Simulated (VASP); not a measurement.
# Ga3Ir2 (P6/mmm) in VASP: further runs

The runs below take Ga3Ir2 through single point, relaxation of cell and atoms, with PBE.

Everything below comes from runs of VASP 6.6.1. Logs are shortened: lines on timing, memory, paths and dates and some standing lists are left out, and cuts for length are marked.

### Step 1. The cell of the first run

It takes space group P6/mmm (No. 191, hexagonal). Conventional cell: a = 4.113 Å, b = 4.113 Å, c = 5.468 Å, α = 90.00°, β = 90.00°, γ = 120.00°. Within 2.3 Å of Ga (site symmetry 6mm) lie 2 Ga at 1.74 to 1.98 Å. Ga (site symmetry 6/mmm) has 2 Ga at 1.74 Å within 2.3 Å. Ir (site symmetry -6m2) has 3 Ir at 2.37 Å and 6 Ga at 2.57 Å within 3.1 Å.

The cell was generated, and may not be a known phase.

### Step 2. Single point, PBE

File INCAR:

```
PREC = Accurate ; ENCUT = 520
EDIFF = 1E-7 ; ISMEAR = 0
SIGMA = 0.1 ; LREAL = False
LASPH = True ; NELM = 60
ALGO = Normal ; ISIF = 2
LWAVE = False ; LCHARG = False
GGA = PE ; NBANDS = 36
```

File KPOINTS:

```
regular mesh
0
Gamma
  6 6 4
```

File POSCAR:

```
Ga3Ir2
1.0
    4.1129699500      0.0000000000      0.0000000000
   -2.0564849700      3.5619364600      0.0000000000
    0.0000000000      0.0000000000      5.4682282100
Ga Ir
3 2
Direct
    0.0000000000      0.0000000000      0.6811798700
    0.0000000000      0.0000000000      0.3188201300
    0.0000000000      0.0000000000      0.0000000000
    0.3333333300      0.6666666700      0.5000000000
    0.6666666700      0.3333333300      0.5000000000
```

Potentials or basis: VASP PAW PBE potentials, release 64 (Ga_d, Ir).

Launch:

```console
cat potpaw_PBE.64/Ga_d/POTCAR potpaw_PBE.64/Ir/POTCAR > POTCAR
mpirun -np 1 vasp_std > vasp.out
```

OUTCAR:

```text
PREC = Accurate
   ENCUT = 520
   EDIFF = 1E-7
   ISMEAR = 0
   LREAL = False
   LASPH = True
   NELM = 60
   ISIF = 2
   GGA = PE

 ion  position               nearest neighbor table
   1  0.000  0.000  0.681-   3 1.74   2 1.98   4 2.57   5 2.57   4 2.57   5 2.57   5 2.57   4 2.57

   2  0.000  0.000  0.319-   3 1.74   1 1.98   4 2.57   5 2.57   4 2.57   5 2.57   5 2.57   4 2.57

   3  0.000  0.000  0.000-   1 1.74   2 1.74
   4  0.333  0.667  0.500-   5 2.37   5 2.37   5 2.37   1 2.57   2 2.57   2 2.57   1 2.57   2 2.57
                             1 2.57
   5  0.667  0.333  0.500-   4 2.37   4 2.37   4 2.37   1 2.57   2 2.57   1 2.57   2 2.57   1 2.57
                             2 2.57

  LATTYP: Found a hexagonal cell.
 ALAT       =     4.1129699500
 C/A-ratio  =     1.3295084274

  Lattice vectors:

 A1 = (   4.1129699500,   0.0000000000,   0.0000000000)
 A2 = (  -2.0564849700,   3.5619364600,   0.0000000000)
 A3 = (   0.0000000000,   0.0000000000,   5.4682282100)

Analysis of symmetry for initial positions (statically):
=====================================================================
 Subroutine PRICEL returns:
 Original cell was already a primitive cell.

 Routine SETGRP: Setting up the symmetry group for a
 hexagonal supercell.

 Subroutine GETGRP returns: Found 24 space group operations
 (whereof 24 operations were pure point group operations)
 out of a pool of 24 trial point group operations.

The static configuration has the point symmetry D_6h.

Analysis of symmetry for dynamics (positions and initial velocities):
=====================================================================
 Subroutine PRICEL returns:
 Original cell was already a primitive cell.

 Routine SETGRP: Setting up the symmetry group for a
 hexagonal supercell.

 Subroutine GETGRP returns: Found 24 space group operations
 (whereof 24 operations were pure point group operations)
 out of a pool of 24 trial point group operations.

The dynamic configuration has the point symmetry D_6h.

 Subroutine INISYM returns: Found 24 space group operations
 (whereof 24 operations are pure point group operations),
 and found     1 'primitive' translations

----------------------------------------------------------------------------------------

                                     Primitive cell

  volume of cell :      80.1103

  direct lattice vectors                    reciprocal lattice vectors
     4.112969950  0.000000000  0.000000000     0.243133311  0.140373082  0.000000000
    -2.056484970  3.561936460  0.000000000     0.000000000  0.280746165  0.000000000
     0.000000000  0.000000000  5.468228210     0.000000000  0.000000000  0.182874591

  length of vectors
     4.112969950  4.112969946  5.468228210     0.280746164  0.280746165  0.182874591

  position of ions in fractional coordinates (direct lattice)
     0.000000000  0.000000000  0.681179870
     0.000000000  0.000000000  0.318820130
     0.000000000  0.000000000  0.000000000
     0.333333330  0.666666670  0.500000000
     0.666666670  0.333333330  0.500000000

  ion indices of the primitive-cell ions
   primitive index   ion index
                 1           1
                 2           2
                 3           3
                 4           4
                 5           5

----------------------------------------------------------------------------------------

 KPOINTS: regular mesh

Automatic generation of k-mesh.
 Grid dimensions read from file:
 generate k-points for:    6    6    4

 Generating k-lattice:

  Cartesian coordinates                     Fractional coordinates (reciprocal lattice)
     0.040522218  0.023395514  0.000000000     0.166666667  0.000000000  0.000000000
     0.000000000  0.046791027  0.000000000     0.000000000  0.166666667  0.000000000
     0.000000000  0.000000000  0.045718648     0.000000000  0.000000000  0.250000000

  Length of vectors
     0.046791027  0.046791027  0.045718648

  Shift w.r.t. Gamma in fractional coordinates (k-lattice)
     0.000000000  0.000000000  0.000000000

 Subroutine IBZKPT returns following result:
 ===========================================

 Found     21 irreducible k-points:

 Following reciprocal coordinates:
            Coordinates               Weight
  0.000000  0.000000  0.000000      1.000000
  0.166667  0.000000  0.000000      6.000000
  0.333333  0.000000  0.000000      6.000000
  0.500000  0.000000  0.000000      3.000000
  0.166667  0.166667  0.000000      6.000000
  0.333333  0.166667  0.000000     12.000000
[... 13 lines left out ...]
  0.333333  0.166667  0.500000     12.000000
  0.333333  0.333333  0.500000      2.000000
   k-points           NKPTS =     21   k-points in BZ     NKDIM =     21   number of bands    NBANDS=     36
   number of dos      NEDOS =    301   number of ions     NIONS =      5
   total plane-waves  NPLWV =  43008
   dimension x,y,z NGX =    32 NGY =   32 NGZ =   42
   dimension x,y,z NGXF=    64 NGYF=   64 NGZF=   84
   ions per type =               3   2
   NGX,Y,Z   is equivalent  to a cutoff of  12.93, 12.93, 12.77 a.u.
   NGXF,Y,Z  is equivalent  to a cutoff of  25.87, 25.87, 25.54 a.u.
 SYSTEM =  unknown system
   PREC   = accura    normal or accurate (medium, high low for compatibility)
   ISTART =      0    job   : 0-new  1-cont  2-samecut
   ICHARG =      2    charge: 1-file 2-atom 10-const
   ISPIN  =      1    spin polarized calculation?
   LNONCOLLINEAR =      F non collinear calculations
   LSORBIT =      F    spin-orbit coupling
   LASPH  =      T    aspherical Exc in radial PAW
   ENCUT  =  520.0 eV  38.22 Ry    6.18 a.u.   7.65  7.65 10.17*2*pi/ulx,y,z
   NELM   =     60;   NELMIN=  2; NELMDL= -5     # of ELM steps
   EDIFF  = 0.1E-06   stopping-criterion for ELM
   LREAL  =      F    real-space projection
   EDIFFG = 0.1E-05   stopping-criterion for IOM
   NSW    =      0    number of steps for IOM
   IBRION =     -1    ionic relax: 0-MD 1-quasi-New 2-CG
   NFREE  =      0    steps in history (QN), initial steepest desc. (CG)
   ISIF   =      2    stress and relaxation
   ISYM   =      2    0-nonsym 1-usesym 2-fastsym
   POTIM  = 0.5000    time-step for ionic-motion
   TEBEG  =    0.0;   TEEND  =   0.0 temperature during run
   PSTRESS=    0.0 pullay stress
   NELECT =      57.0000    total number of electrons
   NUPDOWN=      -1.0000    fix difference up-down
   EMIN   =  10.00;   EMAX   =-10.00  energy-range for DOS
   EFERMI =   0.00;   METHOD = LEGACY
   ISMEAR =     0;   SIGMA  =   0.10  broadening in eV -4-tet -1-fermi 0-gaus
   EFERMI_NEDOS =   21; number of points for ismear=-14 and -15
   IALGO  =     38    algorithm
   IMIX   =      4    mixing-type and parameters
     AMIX     =   0.40;   BMIX     =  1.00
     AMIX_MAG =   1.60;   BMIX_MAG =  1.00
  volume/ion in A,a.u.               =      16.02       108.12
  Fermi-wavevector in a.u.,A,eV,Ry     =   1.461516  2.761865 29.062452  2.136030
  Thomas-Fermi vector in A             =   2.577839
   LORBIT       =      0    0 simple, 1 ext, 2 COOP (PROOUT), +10 PAW based schemes
   GGA     = PE    functional components
   LHFCALC =     F    Hartree Fock is set to
   AEXX    =    0.0000 exact exchange contribution
   IVDW    =     0    specifies the selected vdW correction
   LEPSILON=     F    determine dielectric tensor
   LRPA    =     F    only Hartree local field effects (RPA)
 non-spin polarized calculation
 Gauss-broadening in eV      SIGMA  =   0.10
  energy-cutoff  :      520.00
  volume of cell :       80.11
 maximum number of plane-waves:      2211
 NGX is ok and might be reduce to    32
   NGX = 15   NGY = 15   NGZ = 21

 number of electron      56.9999993 magnetization

 Free energy of the ion-electron system (eV)
  ---------------------------------------------------
  ext. energy  EPLUGINS =         0.00000000
  ---------------------------------------------------
  free energy    TOTEN  =       -12.37737710 eV

  energy without entropy =      -12.34577423  energy(sigma->0) =      -12.36157567

 E-fermi :   7.4066     XC(G=0): -11.7818

 val. band max:        7.3988769530   @ k =   0.3333   0.0000   0.2500
 cond. band min:       7.4109142289   @ k =   0.3333   0.1667   0.0000
 fundamental gap:      0.0120372758
 Fermi energy:         7.4066099369

 k-point     1 :       0.0000    0.0000    0.0000
  band No.  band energies     occupation
      1     -11.7912      2.00000
      2      -9.9518      2.00000
      3      -9.9518      2.00000
      4      -9.3362      2.00000
      5      -9.3362      2.00000
      6      -8.8519      2.00000
[... 28 lines left out ...]
     35      14.3725      0.00000
     36      14.3772      0.00000

 k-point     2 :       0.1667    0.0000    0.0000
  band No.  band energies     occupation
      1     -11.7894      2.00000
      2      -9.9545      2.00000
      3      -9.9524      2.00000
      4      -9.3489      2.00000
      5      -9.3305      2.00000
      6      -8.8563      2.00000
[... 28 lines left out ...]
     35      14.3162      0.00000
     36      15.0268      0.00000

 k-point     3 :       0.3333    0.0000    0.0000
  band No.  band energies     occupation
      1     -11.7864      2.00000
      2      -9.9601      2.00000
      3      -9.9538      2.00000
      4      -9.3579      2.00000
      5      -9.3187      2.00000
      6      -8.8683      2.00000
[... 28 lines left out ...]
     35      14.1933      0.00000
     36      15.1037      0.00000

 k-point     4 :       0.5000    0.0000    0.0000
  band No.  band energies     occupation
      1     -11.7853      2.00000
      2      -9.9628      2.00000
      3      -9.9545      2.00000
      4      -9.3545      2.00000
      5      -9.3125      2.00000
      6      -8.8764      2.00000
[... 28 lines left out ...]
     35      14.1255      0.00000
     36      14.1658      0.00000

 k-point     5 :       0.1667    0.1667    0.0000
  band No.  band energies     occupation
      1     -11.7871      2.00000
      2      -9.9582      2.00000
      3      -9.9540      2.00000
      4      -9.3564      2.00000
      5      -9.3218      2.00000
      6      -8.8622      2.00000
[... 538 lines left out ...]
 k-point    19 :       0.1667    0.1667    0.5000
  band No.  band energies     occupation
      1     -11.0884      2.00000
      2     -10.2657      2.00000
      3     -10.2527      2.00000
      4     -10.0803      2.00000
      5      -8.8272      2.00000
      6      -8.8200      2.00000
[... 28 lines left out ...]
     35      13.6932      0.00000
     36      14.5451      0.00000

 k-point    20 :       0.3333    0.1667    0.5000
  band No.  band energies     occupation
      1     -11.0886      2.00000
      2     -10.2650      2.00000
      3     -10.2517      2.00000
      4     -10.0785      2.00000
      5      -8.8231      2.00000
      6      -8.8132      2.00000
[... 28 lines left out ...]
     35      14.6233      0.00000
     36      14.7703      0.00000

 k-point    21 :       0.3333    0.3333    0.5000
  band No.  band energies     occupation
      1     -11.0887      2.00000
      2     -10.2570      2.00000
      3     -10.2570      2.00000
      4     -10.0783      2.00000
      5      -8.8165      2.00000
      6      -8.8165      2.00000
[... 28 lines left out ...]
     35      14.9526      0.00000
     36      16.6134      0.00000

------------------------ aborting loop because EDIFF is reached ----------------------------------------

  FORCE on cell =-STRESS in cart. coord.  units (eV):
  Direction    XX          YY          ZZ          XY          YZ          ZX
  --------------------------------------------------------------------------------------
  -------------------------------------------------------------------------------------
  Total       22.0125455     22.0125455     97.3933604      0.0000000      0.0000000      0.0000000
  in kB      440.2430552    440.2430547   1947.8324534      0.0000006      0.0000000      0.0000000
  external PRESSURE =     942.7728544 kB  Pullay stress =       0.0000000 kB

 VOLUME and BASIS-vectors are now :
 -----------------------------------------------------------------------------
  energy-cutoff  :      520.00
  volume of cell :       80.11
      direct lattice vectors                 reciprocal lattice vectors
     4.112969950  0.000000000  0.000000000     0.243133311  0.140373082  0.000000000
    -2.056484970  3.561936460  0.000000000     0.000000000  0.280746165  0.000000000
     0.000000000  0.000000000  5.468228210     0.000000000  0.000000000  0.182874591

 POSITION                                       TOTAL-FORCE (eV/Angst)
 -----------------------------------------------------------------------------------
      0.00000      0.00000      3.72485         0.000000     -0.000000    -10.248689
      0.00000      0.00000      1.74338         0.000000      0.000000     10.248689
      0.00000      0.00000      0.00000         0.000000      0.000000     -0.000000
     -0.00000      2.37462      2.73411        -0.000000      0.000000     -0.000000
      2.05648      1.18731      2.73411        -0.000000     -0.000000     -0.000000
 -----------------------------------------------------------------------------------
    total drift:                                0.000000     -0.000000     -0.000000

  FREE ENERGIE OF THE ION-ELECTRON SYSTEM (eV)
  ---------------------------------------------------
  free  energy   TOTEN  =       -12.3773771004 eV

  energy  without entropy=      -12.3457742329  energy(sigma->0) =      -12.36157567
```

Run time: 40 s. Hardware: 1 thread of Intel Xeon Platinum 8488C (Sapphire Rapids), shared host; peak memory 0.22 GiB.

Results:

```
Free energy            : -12.3774 eV
Pressure               : 94.3 GPa
Largest force          : 10.249 eV/Å
Band gap on the k mesh : zero (an odd number of electrons rules out a gap without spin polarisation)
```

Forces on the atoms (eV/Å):
```
Ga    0.000   0.000 -10.249
Ga    0.000   0.000  10.249
Ga    0.000   0.000   0.000
Ir    0.000   0.000   0.000
Ir    0.000   0.000   0.000
```

Stress tensor (GPa, compression positive):
```
 44.02   0.00   0.00
  0.00  44.02   0.00
  0.00   0.00 194.78
```

Caveat: the stress differs along the axes, from 44 to 195 GPa; spin-orbit coupling is left out, which moves the levels of the heavy elements; forces of over 1 eV/Å act on the atoms, so gaps and moduli don't describe the material at rest.

### Step 3. Single point, PBE

This run uses another cell than the first one, of 23.86 Å³/atom.

File INCAR:

```
SYSTEM = Ga3Ir2
ALGO     = Fast           ! electronic algorithm
EDIFF    = 1E-7           ! SCF threshold, eV
ENCUT    = 520            ! plane-wave cutoff, eV
GGA      = PE             ! functional
ISIF     = 2              ! what is computed and relaxed
ISMEAR   = 0              ! smearing method
LASPH    = .TRUE.         ! aspherical terms in the spheres
LCHARG   = .FALSE.        ! write CHGCAR
LREAL    = .FALSE.        ! projectors in reciprocal space
LWAVE    = .FALSE.        ! write WAVECAR
NBANDS   = 36             ! bands
NELM     = 100            ! most SCF steps
PREC     = Accurate       ! precision mode
SIGMA    = 0.1            ! smearing width, eV
```

File KPOINTS:

```
k-points
0
G
  6 6 4
  0 0 0
```

File POSCAR:

```
Ga3Ir2
1.0
    4.2553566190     -0.0000000030      0.0000000000
   -2.1276783069      3.6852469357      0.0000000000
    0.0000000000      0.0000000000      7.6079133006
Ga Ir
3 2
Direct
    0.0000000000      0.0000000000      0.6758905964
    0.0000000000      0.0000000000      0.3241094036
    0.0000000000      0.0000000000      0.0000000000
    0.3333333333      0.6666666667      0.5000000000
    0.6666666667      0.3333333333      0.5000000000
```

Potentials or basis: VASP PAW PBE potentials, release 64 (Ga_d, Ir).

Launch:

```console
cat potpaw_PBE.64/Ga_d/POTCAR potpaw_PBE.64/Ir/POTCAR > POTCAR
mpirun -np 1 vasp_std > vasp.out
```

Wall time 77 s (1 thread of Intel Xeon Platinum 8488C (Sapphire Rapids), shared host); peak memory 0.28 GiB.

Results (log left out):

```yaml
Free_energy: -24.8500 eV
Pressure: -0.1 GPa
Largest_force: 0.025 eV/Å
Band_gap_on_the_k_mesh: zero (an odd number of electrons rules out a gap without spin polarisation)
```

Forces in eV/Å, atoms in the order of the input:
```
Ga   0.000  0.000  0.025
Ga   0.000  0.000 -0.025
Ga   0.000  0.000  0.000
Ir   0.000  0.000  0.000
Ir   0.000  0.000  0.000
```

Levels at points of the mesh, in eV from the Fermi level:
| k point | band 24 | band 25 | band 26 | band 27 | band 28 | band 29 | band 30 | band 31 | band 32 | band 33 |
| --- | --- | --- | --- | --- | --- | --- | --- | --- | --- | --- |
| (0.00, 0.00, 0.00) | -3.23 | -3.18 | -1.38 | -1.38 | -0.47 | 1.36 | 1.96 | 2.87 | 2.87 | 3.74 |
| (0.50, 0.00, 0.00) | -2.62 | -1.89 | -1.39 | -0.24 | -0.19 | -0.05 | -0.03 | 1.09 | 1.29 | 2.90 |
| (0.00, 0.00, 0.50) | -3.23 | -3.05 | -1.41 | -1.41 | -1.04 | -0.47 | 2.35 | 3.02 | 3.02 | 4.76 |
| (0.50, 0.00, 0.50) | -2.71 | -2.29 | -0.93 | -0.54 | -0.19 | -0.05 | -0.02 | 0.95 | 1.00 | 2.09 |

Caveat: spin-orbit coupling is left out, which moves the levels of the heavy elements.

### Step 4. Relaxation of cell and atoms, PBE

File INCAR:

```
SYSTEM = Ga3Ir2
ALGO     = Fast           ! electronic algorithm
EDIFF    = 1E-6           ! SCF threshold, eV
EDIFFG   = -0.04          ! ionic threshold
ENCUT    = 600            ! plane-wave cutoff, eV
GGA      = PE             ! functional
IBRION   = 2              ! ionic algorithm
ISIF     = 3              ! what is computed and relaxed
ISMEAR   = 0              ! smearing method
LASPH    = .True.         ! aspherical terms in the spheres
LCHARG   = .False.        ! write CHGCAR
LREAL    = .False.        ! projectors in reciprocal space
LWAVE    = .False.        ! write WAVECAR
NELM     = 60             ! most SCF steps
NSW      = 90             ! ionic steps
PREC     = Accurate       ! precision mode
SIGMA    = 0.1            ! smearing width, eV
```

File KPOINTS:

```
k-points
0
Gamma
  6 6 4
  0 0 0
```

File POSCAR:

```
Ga3Ir2
1.0
    4.1129699500      0.0000000000      0.0000000000
   -2.0564849700      3.5619364600      0.0000000000
    0.0000000000      0.0000000000      5.4682282100
Ga Ir
3 2
Direct
    0.0000000000      0.0000000000      0.6811798700
    0.0000000000      0.0000000000      0.3188201300
    0.0000000000      0.0000000000      0.0000000000
    0.3333333300      0.6666666700      0.5000000000
    0.6666666700      0.3333333300      0.5000000000
```

Launch:

```console
cat potpaw_PBE.64/Ga_d/POTCAR potpaw_PBE.64/Ir/POTCAR > POTCAR
mpirun -np 1 vasp_std > vasp.out
```

It took 32 min on 1 thread of Intel Xeon Platinum 8488C (Sapphire Rapids), shared host; peak memory 0.3 GiB.

Results (log left out):

```yaml
Free_energy: -24.8244 eV
Relaxed_volume: 23.81 Å³/atom
Relaxed_cell: a = 4.254 Å, b = 4.254 Å, c = 7.596 Å, α = 90.00°, β = 90.00°, γ = 120.00°
Space_group_after_relaxing_to_0.1_Å: P6/mmm (No. 191)
Pressure_after_relaxing: 0.0 GPa
Largest_force_after_relaxing: 0.022 eV/Å
Band_gap_on_the_k_mesh: zero (an odd number of electrons rules out a gap without spin polarisation)
```

Forces in eV/Å, atoms in the order of the input:
```
Ga   0.000  0.000  0.022
Ga   0.000  0.000 -0.022
Ga   0.000  0.000  0.000
Ir   0.000  0.000  0.000
Ir   0.000  0.000  0.000
```

Final structure:
```
Ga Ir
1.0
     4.25421    0.00000    0.00000
    -2.12710    3.68425    0.00000
     0.00000    0.00000    7.59633
Ga Ir
3 2
Direct
  0.00000 0.00000 0.67600
  0.00000 0.00000 0.32400
  0.00000 0.00000 0.00000
  0.33333 0.66667 0.50000
  0.66667 0.33333 0.50000
```

Levels at points of the mesh, in eV from the Fermi level:
```csv
k point,band 25,band 26,band 27,band 28,band 29,band 30,band 31,band 32
"(0.00, 0.00, 0.00)",-3.17,-1.39,-1.39,-0.47,1.37,1.97,2.87,2.87
"(0.50, 0.00, 0.00)",-1.89,-1.39,-0.24,-0.19,-0.05,-0.03,1.09,1.29
"(0.00, 0.00, 0.50)",-3.04,-1.41,-1.41,-1.04,-0.47,2.35,3.02,3.02
"(0.50, 0.00, 0.50)",-2.29,-0.93,-0.54,-0.19,-0.05,-0.02,0.97,1.00
```

Caveat: the volume moved by over 15 % at a fixed basis, so the end points are rough; spin-orbit coupling is left out, which moves the levels of the heavy elements.

(Continued in part 2 of 2.)

The gap in the log of VASP goes by the Fermi energy; the results here count the filled bands.